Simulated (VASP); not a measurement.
Input of a VASP 6.6.1 run:

INCAR

```
SYSTEM = Pd
PREC = Accurate
ENCUT = 520
EDIFF = 1E-7
ISMEAR = -1
SIGMA = 0.1
LREAL = .FALSE.
LASPH = .TRUE.
NELM = 100
ALGO = Normal
ISIF = 2
LWAVE = .FALSE.
LCHARG = .TRUE.
LELF = .TRUE.
LVHAR = .TRUE.
NBANDS = 17
```

File KPOINTS:

```
Automatic mesh
0
G
  13 13 13
  0 0 0
```

The input POSCAR:

```
Pd
1.0
    0.0000000000      2.3691478690      2.3691478690
    2.3691478690      0.0000000000      2.3691478690
    2.3691478690      2.3691478690      0.0000000000
Pd
2
Direct
   -0.1250000000     -0.1250000000     -0.1250000000
    0.1250000000      0.1250000000      0.1250000000
```

Potentials or basis: VASP PAW LDA potentials, release 64 (Pd).

The run is started by

```console
$ cat potpaw_LDA.64/Pd/POTCAR > POTCAR
$ mpirun -np 1 vasp_std > vasp.out
```

What does it give for the pressure?

166.3 GPa.

Predict the band gap on the k mesh.

zero (band 10 reaches 13.18 eV, above the bottom of band 11 at 12.23 eV).
